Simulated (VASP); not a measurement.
# Ge (I4_1/amd) in VASP: single point with PBEsol

Aim: the single point of Ge with PBEsol.

Program: VASP 6.6.1. These are calculated values, not measurements. Logs are shortened: lines on timing, memory, paths and dates and some standing lists are left out, and cuts for length are marked.

### Step 1. The cell of the first run

The structure is tetragonal, space group I4_1/amd (No. 141). The conventional cell has a = 4.134 Å, b = 4.134 Å, c = 5.591 Å, α = 90.00°, β = 90.00°, γ = 90.00°. Within 3.3 Å of Ge (site symmetry -4m2) lie 4 Ge at 2.50 Å.

### Step 2. Single point, PBEsol (strain +0.030 along x and y, -0.015 along z)

INCAR

```
PREC     = Accurate       # precision mode
ENCUT    = 520            # plane-wave cutoff, eV
EDIFF    = 1E-7           # SCF threshold, eV
ISMEAR   = 0              # smearing method
SIGMA    = 0.15           # smearing width, eV
LREAL    = False          # projectors in reciprocal space
LASPH    = True           # aspherical terms in the spheres
NELM     = 60             # most SCF steps
ALGO     = Normal         # electronic algorithm
ISIF     = 2              # what is computed and relaxed
LWAVE    = False          # write WAVECAR
LCHARG   = True           # write CHGCAR
GGA      = PS             # functional
LELF     = True           # ELF
LVHAR    = True         
NBANDS   = 21             # bands
```

KPOINTS

```
regular mesh
0
Gamma
  18 18 18
```

POSCAR

```
Ge
1.0
    0.0000000000      2.9230171483      2.7953125156
    2.9230171483      0.0000000000      2.7953125156
    2.9230171483      2.9230171483      0.0000000000
Ge
2
Direct
    0.5000000000      0.5000000000      0.5000000000
    0.7500000000      0.7500000000      0.7500000000
```

Potentials or basis: VASP PAW PBE potentials, release 64 (Ge_d).

Started as:

```sh
> cat potpaw_PBE.64/Ge_d/POTCAR > POTCAR
> mpirun -np 1 vasp_std > vasp.out
```

OUTCAR:

```text
PREC = Accurate
   ENCUT = 520
   EDIFF = 1E-7
   ISMEAR = 0
   LREAL = False
   LASPH = True
   NELM = 60
   ISIF = 2
   GGA = PS

 ion  position               nearest neighbor table
   1  0.500  0.500  0.500-   2 2.50   2 2.50   2 2.50   2 2.50
   2  0.750  0.750  0.750-   1 2.50   1 2.50   1 2.50   1 2.50

  LATTYP: Found a body centered tetragonal cell.
 ALAT       =     4.1337704942
 C/A-ratio  =     1.3524275329

  Lattice vectors:

 A1 = (   0.0000000000,  -2.9230171483,  -2.7953125156)
 A2 = (   0.0000000000,   2.9230171483,  -2.7953125156)
 A3 = (   2.9230171483,   0.0000000000,   2.7953125156)

Analysis of symmetry for initial positions (statically):
=====================================================================
 Subroutine PRICEL returns:
 Original cell was already a primitive cell.

 Routine SETGRP: Setting up the symmetry group for a
 body centered tetragonal supercell.

 Subroutine GETGRP returns: Found 16 space group operations
 (whereof  8 operations were pure point group operations)
 out of a pool of 16 trial point group operations.

The static configuration has the point symmetry D_2d.
 The point group associated with its full space group is D_4h.

Analysis of symmetry for dynamics (positions and initial velocities):
=====================================================================
 Subroutine PRICEL returns:
 Original cell was already a primitive cell.

 Routine SETGRP: Setting up the symmetry group for a
 body centered tetragonal supercell.

 Subroutine GETGRP returns: Found 16 space group operations
 (whereof  8 operations were pure point group operations)
 out of a pool of 16 trial point group operations.

The dynamic configuration has the point symmetry D_2d.
 The point group associated with its full space group is D_4h.

 Subroutine INISYM returns: Found 16 space group operations
 (whereof  8 operations are pure point group operations),
 and found     1 'primitive' translations

----------------------------------------------------------------------------------------

                                     Primitive cell

  volume of cell :      47.7665

  direct lattice vectors                    reciprocal lattice vectors
     0.000000000  2.923017148  2.795312516    -0.171056130  0.171056130  0.178870877
     2.923017148  0.000000000  2.795312516     0.171056130 -0.171056130  0.178870877
     2.923017148  2.923017148  0.000000000     0.171056130  0.171056130 -0.178870877

  length of vectors
     4.044477878  4.044477878  4.133770494     0.300857424  0.300857424  0.300857424

  position of ions in fractional coordinates (direct lattice)
     0.500000000  0.500000000  0.500000000
     0.750000000  0.750000000  0.750000000

  ion indices of the primitive-cell ions
   primitive index   ion index
                 1           1
                 2           2

----------------------------------------------------------------------------------------

 KPOINTS: regular mesh

Automatic generation of k-mesh.
 Grid dimensions read from file:
 generate k-points for:   18   18   18

 Generating k-lattice:

  Cartesian coordinates                     Fractional coordinates (reciprocal lattice)
    -0.009503118  0.009503118  0.009937271     0.055555556  0.000000000  0.000000000
     0.009503118 -0.009503118  0.009937271     0.000000000  0.055555556  0.000000000
     0.009503118  0.009503118 -0.009937271     0.000000000  0.000000000  0.055555556

  Length of vectors
     0.016714301  0.016714301  0.016714301

  Shift w.r.t. Gamma in fractional coordinates (k-lattice)
     0.000000000  0.000000000  0.000000000

 Subroutine IBZKPT returns following result:
 ===========================================

 Found    480 irreducible k-points:

 Following reciprocal coordinates:
            Coordinates               Weight
  0.000000  0.000000  0.000000      1.000000
  0.055556 -0.000000  0.000000      8.000000
  0.111111 -0.000000  0.000000      8.000000
  0.166667 -0.000000  0.000000      8.000000
  0.222222  0.000000  0.000000      8.000000
  0.277778 -0.000000  0.000000      8.000000
[... 16 lines left out ...]
 -0.277778  0.055556  0.000000      8.000000
 -0.222222  0.055556  0.000000      8.000000
 [... further k-points ...]
   k-points           NKPTS =    480   k-points in BZ     NKDIM =    480   number of bands    NBANDS=     21
   number of dos      NEDOS =    301   number of ions     NIONS =      2
   total plane-waves  NPLWV =  28800
   dimension x,y,z NGX =    30 NGY =   30 NGZ =   32
   dimension x,y,z NGXF=    60 NGYF=   60 NGZF=   64
   ions per type =               2
   NGX,Y,Z   is equivalent  to a cutoff of  12.33, 12.33, 12.87 a.u.
   NGXF,Y,Z  is equivalent  to a cutoff of  24.66, 24.66, 25.74 a.u.
 SYSTEM =  unknown system
   PREC   = accura    normal or accurate (medium, high low for compatibility)
   ISTART =      0    job   : 0-new  1-cont  2-samecut
   ICHARG =      2    charge: 1-file 2-atom 10-const
   ISPIN  =      1    spin polarized calculation?
   LNONCOLLINEAR =      F non collinear calculations
   LSORBIT =      F    spin-orbit coupling
   LASPH  =      T    aspherical Exc in radial PAW
   ENCUT  =  520.0 eV  38.22 Ry    6.18 a.u.   7.52  7.52  7.69*2*pi/ulx,y,z
   NELM   =     60;   NELMIN=  2; NELMDL= -5     # of ELM steps
   EDIFF  = 0.1E-06   stopping-criterion for ELM
   LREAL  =      F    real-space projection
   EDIFFG = 0.1E-05   stopping-criterion for IOM
   NSW    =      0    number of steps for IOM
   IBRION =     -1    ionic relax: 0-MD 1-quasi-New 2-CG
   NFREE  =      0    steps in history (QN), initial steepest desc. (CG)
   ISIF   =      2    stress and relaxation
   ISYM   =      2    0-nonsym 1-usesym 2-fastsym
   POTIM  = 0.5000    time-step for ionic-motion
   TEBEG  =    0.0;   TEEND  =   0.0 temperature during run
   PSTRESS=    0.0 pullay stress
   NELECT =      28.0000    total number of electrons
   NUPDOWN=      -1.0000    fix difference up-down
   EMIN   =  10.00;   EMAX   =-10.00  energy-range for DOS
   EFERMI =   0.00;   METHOD = LEGACY
   ISMEAR =     0;   SIGMA  =   0.15  broadening in eV -4-tet -1-fermi 0-gaus
   EFERMI_NEDOS =   21; number of points for ismear=-14 and -15
   IALGO  =     38    algorithm
   IMIX   =      4    mixing-type and parameters
     AMIX     =   0.40;   BMIX     =  1.00
     AMIX_MAG =   1.60;   BMIX_MAG =  1.00
  volume/ion in A,a.u.               =      23.88       161.17
  Fermi-wavevector in a.u.,A,eV,Ry     =   1.370103  2.589119 25.540606  1.877182
  Thomas-Fermi vector in A             =   2.495919
   LORBIT       =      0    0 simple, 1 ext, 2 COOP (PROOUT), +10 PAW based schemes
   GGA     = PS    functional components
   LHFCALC =     F    Hartree Fock is set to
   AEXX    =    0.0000 exact exchange contribution
   IVDW    =     0    specifies the selected vdW correction
   LEPSILON=     F    determine dielectric tensor
   LRPA    =     F    only Hartree local field effects (RPA)
 non-spin polarized calculation
 Gauss-broadening in eV      SIGMA  =   0.15
  energy-cutoff  :      520.00
  volume of cell :       47.77
 maximum number of plane-waves:      1310
   NGX = 15   NGY = 15   NGZ = 15

 number of electron      28.0000005 magnetization

 Free energy of the ion-electron system (eV)
  ---------------------------------------------------
  ext. energy  EPLUGINS =         0.00000000
  ---------------------------------------------------
  free energy    TOTEN  =        -9.84433448 eV

  energy without entropy =       -9.84352260  energy(sigma->0) =       -9.84392854

 E-fermi :   4.3645     XC(G=0):  -9.8803

 val. band max:        4.3398531060   @ k =  -0.0556   0.0000   0.0556
 cond. band min:       4.3748559968   @ k =   0.0556  -0.0000   0.0000
 fundamental gap:      0.0350028908
 Fermi energy:         4.3644717196

 k-point     1 :       0.0000    0.0000    0.0000
  band No.  band energies     occupation
      1     -20.3466      2.00000
      2     -20.3375      2.00000
      3     -20.3375      2.00000
      4     -20.3092      2.00000
      5     -20.3068      2.00000
      6     -20.1302      2.00000
[... 13 lines left out ...]
     20      13.2667      0.00000
     21      14.0384      0.00000

 k-point     2 :       0.0556   -0.0000    0.0000
  band No.  band energies     occupation
      1     -20.3474      2.00000
      2     -20.3394      2.00000
      3     -20.3381      2.00000
      4     -20.3067      2.00000
      5     -20.3045      2.00000
      6     -20.1332      2.00000
[... 13 lines left out ...]
     20      12.9983      0.00000
     21      13.6191      0.00000

 k-point     3 :       0.1111   -0.0000    0.0000
  band No.  band energies     occupation
      1     -20.3503      2.00000
      2     -20.3433      2.00000
      3     -20.3382      2.00000
      4     -20.3007      2.00000
      5     -20.2989      2.00000
      6     -20.1392      2.00000
[... 13 lines left out ...]
     20      12.6005      0.00000
     21      13.1075      0.00000

 k-point     4 :       0.1667   -0.0000    0.0000
  band No.  band energies     occupation
      1     -20.3543      2.00000
      2     -20.3475      2.00000
      3     -20.3369      2.00000
      4     -20.2936      2.00000
      5     -20.2921      2.00000
      6     -20.1456      2.00000
[... 13 lines left out ...]
     20      12.3532      0.00000
     21      12.7865      0.00000

 k-point     5 :       0.2222    0.0000    0.0000
  band No.  band energies     occupation
      1     -20.3584      2.00000
      2     -20.3510      2.00000
      3     -20.3348      2.00000
      4     -20.2866      2.00000
      5     -20.2856      2.00000
      6     -20.1515      2.00000
[... 13 lines left out ...]
     20      12.3527      0.00000
     21      12.7426      0.00000
[... 382 lines left out ...]
     20      13.6919      0.00000
     21      14.6897      0.00000

 k-point    22 :      -0.3333    0.0556    0.0000
  band No.  band energies     occupation
      1     -20.3664      2.00000
      2     -20.3578      2.00000
      3     -20.3276      2.00000
      4     -20.2753      2.00000
      5     -20.2702      2.00000
      6     -20.1621      2.00000
[... 13 lines left out ...]
     20      12.8883      0.00000
     21      14.0442      0.00000

 k-point    23 :      -0.2778    0.0556    0.0000
  band No.  band energies     occupation
      1     -20.3637      2.00000
      2     -20.3568      2.00000
      3     -20.3310      2.00000
      4     -20.2790      2.00000
      5     -20.2739      2.00000
      6     -20.1595      2.00000
[... 13 lines left out ...]
     20      12.2884      0.00000
     21      13.6003      0.00000

 k-point    24 :      -0.2222    0.0556    0.0000
  band No.  band energies     occupation
      1     -20.3603      2.00000
      2     -20.3547      2.00000
      3     -20.3343      2.00000
      4     -20.2838      2.00000
      5     -20.2796      2.00000
      6     -20.1557      2.00000
[... 13 lines left out ...]
     20      12.0784      0.00000
     21      13.2751      0.00000

 [... further k-points ...]

------------------------ aborting loop because EDIFF is reached ----------------------------------------

  FORCE on cell =-STRESS in cart. coord.  units (eV):
  Direction    XX          YY          ZZ          XY          YZ          ZX
  --------------------------------------------------------------------------------------
  -------------------------------------------------------------------------------------
  Total       -1.0949036     -1.0949036     -0.2618167      0.0000000      0.0000000      0.0000000
  in kB      -36.7251340    -36.7251340     -8.7818270      0.0000000      0.0000000      0.0000000
  external PRESSURE =     -27.4106983 kB  Pullay stress =       0.0000000 kB

 VOLUME and BASIS-vectors are now :
 -----------------------------------------------------------------------------
  energy-cutoff  :      520.00
  volume of cell :       47.77
      direct lattice vectors                 reciprocal lattice vectors
     0.000000000  2.923017148  2.795312516    -0.171056130  0.171056130  0.178870877
     2.923017148  0.000000000  2.795312516     0.171056130 -0.171056130  0.178870877
     2.923017148  2.923017148  0.000000000     0.171056130  0.171056130 -0.178870877

 POSITION                                       TOTAL-FORCE (eV/Angst)
 -----------------------------------------------------------------------------------
      2.92302      2.92302      2.79531         0.000000      0.000000      0.000000
      4.38453      4.38453      4.19297        -0.000000     -0.000000      0.000000
 -----------------------------------------------------------------------------------
    total drift:                                0.000000     -0.000000     -0.000000

  FREE ENERGIE OF THE ION-ELECTRON SYSTEM (eV)
  ---------------------------------------------------
  free  energy   TOTEN  =        -9.8443344823 eV

  energy  without entropy=       -9.8435226049  energy(sigma->0) =       -9.84392854
```

Wall time 2.9 min (1 thread of Intel Xeon 6975P-C (Granite Rapids), shared host); peak memory 0.46 GiB.

Results:

```yaml
Free_energy: -9.8443 eV
Pressure: -2.7 GPa
Band_gap_on_the_k_mesh: zero (bands 14 and 15 overlap by 0.08 eV)
```

Caveat: the cell differs from its parent crystal (strain +0.030 along x and y, -0.015 along z); semilocal functionals underestimate gaps, and a narrow one can read as zero; the PAW data sets were made with another functional, which shifts forces and pressure a little.

The gap in the log of VASP goes by the Fermi energy; the results here count the filled bands.